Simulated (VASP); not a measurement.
# HfN (P1) in VASP: single point with PBE

Aim: the single point of HfN with PBE.

Program: VASP 6.6.1. These are calculated values, not measurements. Logs are shortened: lines on timing, memory, paths and dates and some standing lists are left out, and cuts for length are marked.

## 1. The cell of the first run

The typed cell holds 16 atoms: a = 6.411 Å, b = 6.411 Å, c = 6.411 Å, α = 60.00°, β = 60.00°, γ = 60.00°.

## 2. Single point, PBE

Input file INCAR:

```
  PREC = Accurate
  ENCUT = 520
  EDIFF = 1E-7
  ISMEAR = -1
  SIGMA = 0.05
  LREAL = Auto
  LASPH = T
  NELM = 100
  ALGO = Normal
  ISIF = 2
  LWAVE = F
  LCHARG = F
  GGA = PE
  NBANDS = 74
```

Input file KPOINTS:

```
Automatic mesh
0
Gamma
  2 2 2
  0.5 0.5 0.5
```

Input file POSCAR:

```
HfN
1.0
   -4.5330100770      4.5330100770      0.0000000000
   -4.5330100770      0.0000000000      4.5330100770
    0.0000000000      4.5330100770      4.5330100770
Hf N
8 8
Direct
   -0.0126216353      0.0224996191     -0.0062572109
    0.4895156777     -0.0004210227     -0.0058035388
   -0.0217505583      0.5204564870      0.0053144598
   -0.0106800998      0.0064502394      0.5152571824
    0.5242933414      0.5217107308     -0.0358874119
    0.5025123398     -0.0004680113      0.5072875332
   -0.0101159052      0.5023065163      0.4968853944
    0.4869324053      0.4995057283      0.5071280365
    0.7576486577      0.7545575549      0.7455811795
    0.2431622655      0.7612824462      0.7518203009
    0.7460661773      0.2445034273      0.7501127159
    0.7521165720      0.7680488110      0.2312282528
    0.2277394011      0.2668037307      0.7631134591
    0.2374698008      0.7731447626      0.2458931220
    0.7435251506      0.2570711250      0.2537569916
    0.2692757085      0.2700650295      0.2344101341
```

Potentials or basis: VASP PAW PBE potentials, release 64 (Hf_pv, N).

Run with:

```sh
$ cat potpaw_PBE.64/Hf_pv/POTCAR potpaw_PBE.64/N/POTCAR > POTCAR
$ mpirun -np 1 vasp_std > vasp.out
```

OUTCAR:

```text
PREC = Accurate
   ENCUT = 520
   EDIFF = 1E-7
   ISMEAR = -1
   LREAL = Auto
   LASPH = T
   NELM = 100
   ISIF = 2
   GGA = PE

 ion  position               nearest neighbor table
   1  0.987  0.022  0.994-  13 2.20  11 2.20  12 2.22  15 2.24  14 2.28  10 2.28   5 3.09   4 3.11
                             7 3.13   2 3.15   3 3.20   6 3.20   3 3.21   6 3.21   2 3.27   7 3.28
   2  0.490  1.000  0.994-  14 2.17  13 2.24   9 2.24  12 2.27  11 2.27  16 2.33   5 3.06   6 3.08
                             3 3.10   4 3.14   1 3.15   8 3.16   8 3.25   1 3.27   4 3.28   3 3.31
   3  0.978  0.520  0.005-  12 2.15   9 2.18  13 2.25  15 2.26  10 2.29  16 2.37   5 3.05   2 3.10
                             4 3.13   7 3.13   8 3.19   1 3.20   1 3.21   8 3.23   7 3.28   4 3.28
   4  0.989  0.006  0.515-  11 2.14   9 2.19  10 2.22  14 2.28  15 2.30  16 2.47   1 3.11   7 3.12
                             3 3.13   2 3.14   6 3.17   8 3.19   8 3.22   6 3.24   2 3.28   3 3.28
   5  0.524  0.522  0.964-   9 2.12  11 2.24  10 2.25  16 2.30  15 2.32  14 2.42   7 2.99   6 3.00
                             3 3.05   2 3.06   1 3.09   8 3.13   8 3.30   1 3.33   2 3.37   3 3.38
   6  0.503  1.000  0.507-   9 2.24  10 2.26  15 2.26  16 2.30  12 2.31  13 2.37   5 3.00   2 3.08
                             8 3.16   7 3.16   4 3.17   1 3.20   1 3.21   4 3.24   7 3.26   8 3.26
   7  0.990  0.502  0.497-  16 2.25   9 2.27  11 2.27  12 2.29  13 2.29  14 2.35   5 2.99   4 3.12
                             1 3.13   3 3.13   6 3.16   8 3.20   8 3.21   6 3.26   1 3.28   3 3.28
   8  0.487  0.500  0.507-  13 2.23  15 2.25  11 2.28  10 2.30  14 2.32  12 2.42   5 3.13   6 3.16
                             2 3.16   3 3.19   4 3.19   7 3.20   7 3.21   4 3.22   3 3.23   2 3.25
   9  0.758  0.755  0.746-   5 2.12   3 2.18   4 2.19   6 2.24   2 2.24   7 2.27
  10  0.243  0.761  0.752-   4 2.22   5 2.25   6 2.26   1 2.28   3 2.29   8 2.30
  11  0.746  0.245  0.750-   4 2.14   1 2.20   5 2.24   2 2.27   7 2.27   8 2.28
  12  0.752  0.768  0.231-   3 2.15   1 2.22   2 2.27   7 2.29   6 2.31   8 2.42
  13  0.228  0.267  0.763-   1 2.20   8 2.23   2 2.24   3 2.25   7 2.29   6 2.37
  14  0.237  0.773  0.246-   2 2.17   1 2.28   4 2.28   8 2.32   7 2.35   5 2.42
  15  0.744  0.257  0.254-   1 2.24   8 2.25   3 2.26   6 2.26   4 2.30   5 2.32
  16  0.269  0.270  0.234-   7 2.25   5 2.30   6 2.30   2 2.33   3 2.37   4 2.47

  LATTYP: Found a face centered cubic cell.
 ALAT       =     9.0660201540

  Lattice vectors:

 A1 = (  -4.5330100770,   4.5330100770,   0.0000000000)
 A2 = (  -4.5330100770,   0.0000000000,   4.5330100770)
 A3 = (   0.0000000000,   4.5330100770,   4.5330100770)

Analysis of symmetry for initial positions (statically):
=====================================================================
 Subroutine PRICEL returns:
 Original cell was already a primitive cell.

 Routine SETGRP: Setting up the symmetry group for a
 face centered cubic supercell.

[... 150 lines left out ...]
   EMIN   =  10.00;   EMAX   =-10.00  energy-range for DOS
   EFERMI =   0.00;   METHOD = LEGACY
   ISMEAR =    -1;   SIGMA  =   0.05  broadening in eV -4-tet -1-fermi 0-gaus
   EFERMI_NEDOS =   21; number of points for ismear=-14 and -15
   IALGO  =     38    algorithm
   IMIX   =      4    mixing-type and parameters
     AMIX     =   0.40;   BMIX     =  1.00
     AMIX_MAG =   1.60;   BMIX_MAG =  1.00
  volume/ion in A,a.u.               =      11.64        78.57
  Fermi-wavevector in a.u.,A,eV,Ry     =   1.413856  2.671801 27.197900  1.998989
  Thomas-Fermi vector in A             =   2.535459
   LORBIT       =      0    0 simple, 1 ext, 2 COOP (PROOUT), +10 PAW based schemes
   GGA     = PE    functional components
   LHFCALC =     F    Hartree Fock is set to
   AEXX    =    0.0000 exact exchange contribution
   IVDW    =     0    specifies the selected vdW correction
   LEPSILON=     F    determine dielectric tensor
   LRPA    =     F    only Hartree local field effects (RPA)
 non-spin polarized calculation
  energy-cutoff  :      520.00
  volume of cell :      186.29
 maximum number of plane-waves:      5020
   NGX = 23   NGY = 23   NGZ = 23

 number of electron     120.0000002 magnetization

 Free energy of the ion-electron system (eV)
  ---------------------------------------------------
  ext. energy  EPLUGINS =         0.00000000
  ---------------------------------------------------
  free energy    TOTEN  =      -172.86763296 eV

  energy without entropy =     -172.83501741  energy(sigma->0) =     -172.85132519

 E-fermi :   8.2680     XC(G=0): -12.6686

 val. band max:        8.2107021679   @ k =   0.2500   0.0000   0.0000
 cond. band min:       8.3823569126   @ k =   0.2500   0.0000   0.0000
 fundamental gap:      0.1716547447
 Fermi energy:         8.2679973755

 k-point     1 :       0.2500    0.2500    0.2500
  band No.  band energies     occupation
      1     -23.8142      2.00000
      2     -23.7890      2.00000
      3     -23.7702      2.00000
      4     -23.7181      2.00000
      5     -23.6506      2.00000
      6     -23.6370      2.00000
[... 1189 lines left out ...]
     71      11.3133      0.00000
     72      11.4356      0.00000
 [bands above 72 left out]

------------------------ aborting loop because EDIFF is reached ----------------------------------------

  FORCE on cell =-STRESS in cart. coord.  units (eV):
  Direction    XX          YY          ZZ          XY          YZ          ZX
  --------------------------------------------------------------------------------------
  -------------------------------------------------------------------------------------
  Total        5.1144125      2.5386044      3.2984385     -0.1990356      0.2379333     -0.0478072
  in kB       43.9861842     21.8331077     28.3680138     -1.7117928      2.0463303     -0.4111625
  external PRESSURE =      31.3957686 kB  Pullay stress =       0.0000000 kB

 VOLUME and BASIS-vectors are now :
 -----------------------------------------------------------------------------
  energy-cutoff  :      520.00
  volume of cell :      186.29
      direct lattice vectors                 reciprocal lattice vectors
    -4.533010077  4.533010077  0.000000000    -0.110301983  0.110301983 -0.110301983
    -4.533010077  0.000000000  4.533010077    -0.110301983 -0.110301983  0.110301983
     0.000000000  4.533010077  4.533010077     0.110301983  0.110301983  0.110301983

 POSITION                                       TOTAL-FORCE (eV/Angst)
 -----------------------------------------------------------------------------------
     -4.57779      8.98044      4.60664         0.058584      0.527413     -0.158379
     -6.75008      6.72568      9.03780        -1.283531      0.421274      0.712702
     -6.79365      4.45851      2.38333        -0.477556      0.385379     -1.078704
     -4.51384      6.82026      2.36491         0.176566     -0.537564     -0.853252
     -4.74155      6.74696      6.73525         2.462044      0.027101      0.539934
     -6.80878      4.57743      6.83043        -0.472839     -0.455119     -0.234749
[... 8 lines left out ...]
     -4.53571      4.52069      2.31559        -0.266758     -0.249549     -0.100553
     -2.44484      2.28321      2.28679         1.456803     -0.521402      0.082764
 -----------------------------------------------------------------------------------
    total drift:                                0.001160     -0.003703      0.000816

  FREE ENERGIE OF THE ION-ELECTRON SYSTEM (eV)
  ---------------------------------------------------
  free  energy   TOTEN  =      -172.8676329597 eV

  energy  without entropy=     -172.8350174107  energy(sigma->0) =     -172.85132519
```

Run time: 15 min. Hardware: 1 thread of Intel Xeon Platinum 8259CL at 2.50GHz (Skylake/Cascade Lake), shared host; peak memory 0.4 GiB.

Results:

* Free energy: -172.8676 eV
* Pressure: 3.1 GPa
* Largest force: 2.521 eV/Å
* Band gap on the k mesh: 0.17 eV

Forces on the atoms (eV/Å):
```
Hf   0.059  0.527 -0.158
Hf  -1.284  0.421  0.713
Hf  -0.478  0.385 -1.079
Hf   0.177 -0.538 -0.853
Hf   2.462  0.027  0.540
Hf  -0.473 -0.455 -0.235
Hf  -1.005  0.296  0.874
Hf  -0.742  0.213  0.170
N   -0.637 -0.392  0.204
N    0.128 -0.116 -0.154
N   -0.408 -0.371  0.782
N    0.963  0.333  0.752
N   -0.416  0.065 -1.008
N    0.464  0.374 -0.531
N   -0.267 -0.250 -0.101
N    1.457 -0.521  0.083
```

Caveat: the k points lie up to 0.60 Å⁻¹ apart; the atoms stand as in a frame of molecular dynamics; spin-orbit coupling is left out, which moves the levels of the heavy elements; a shifted mesh leaves out Γ, where band edges can lie; forces of over 1 eV/Å act on the atoms, so gaps and moduli don't describe the material at rest.
